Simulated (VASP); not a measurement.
A run of VASP 6.6.1:

INCAR

```
SYSTEM = NaCa2H2
PREC = Accurate
ENCUT = 520
EDIFF = 1E-7
ISMEAR = 0
SIGMA = 0.1
LREAL = .False.
LASPH = .True.
NELM = 100
ALGO = Normal
ISIF = 2
LWAVE = .False.
LCHARG = .False.
GGA = PE
NBANDS = 22
```

File KPOINTS:

```
Automatic mesh
0
Gamma
  6 6 6
  0 0 0
```

POSCAR

```
NaCa2H2
1.0
    6.4440868484      0.0000000040      0.0000000000
   -3.2220434277      5.5807429129      0.0000000000
    0.0000000000      0.0000000000      4.1987407942
Na Ca H
1 2 2
Direct
    0.0000000000      0.0000000000      0.5960256106
    0.3333333333      0.6666666667      0.0970468910
    0.6666666667      0.3333333333      0.0970468910
    0.3333333333      0.6666666667      0.5969584187
    0.6666666667      0.3333333333      0.5969584187
```

Potentials or basis: VASP PAW PBE potentials, release 64 (Na_pv, Ca_sv, H).

Launch:

```sh
$ cat potpaw_PBE.64/Na_pv/POTCAR potpaw_PBE.64/Ca_sv/POTCAR potpaw_PBE.64/H/POTCAR > POTCAR
$ mpirun -np 1 vasp_std > vasp.out
```

Hardware: 1 thread of Intel(R) Xeon(R) 6975P-C (Granite Rapids), on a shared host.

Problem. Estimate the wall time of this run.

Solution. It took 66 s on 1 thread of Intel(R) Xeon(R) 6975P-C (Granite Rapids), on a shared host, peak memory 0.3 GiB. Counts: scf iterations 15, k points 28.
